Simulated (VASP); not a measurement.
## V: single point with BLYP

V:

```
CELL_PARAMETERS angstrom
4.32118 0.00000 0.00000
-2.16059 3.74225 0.00000
0.00000 0.00000 2.30080
ATOMIC_POSITIONS crystal
V 0.00000 0.00000 0.00000
V 0.33333 0.66667 0.50000
V 0.66667 0.33333 0.50000
```

This cell differs from its parent crystal: volume scaled by 0.88.

- Program: VASP 6.6.1
- Task: single point
- Functional: BLYP
- Potentials or basis: VASP PAW PBE potentials, release 64 (V_sv)
- Cutoff: 520 eV
- k mesh: 9 × 9 × 15
- Occupations: fermi-dirac, width 0.1 eV
- Spin: no spin polarisation

The pressure is 27.0 GPa.

Stress tensor (GPa, compression positive):
```
26.14  0.00  0.00
 0.00 26.14  0.00
 0.00  0.00 28.61
```

Levels at points of the mesh, in eV from the Fermi level:
```
           k point  band 17  band 18  band 19  band 20  band 21  band 22  band 23  band 24
(0.00, 0.00, 0.00)    -1.42    -1.41    -1.41    -1.08     0.46     0.46     2.61     2.61
```

It took 54 s on 1 thread of Intel(R) Xeon(R) 6975P-C (Granite Rapids) (shared host), peak memory 0.19 GiB.

Caveat: the PAW data sets were made with another functional, which shifts forces and pressure a little.
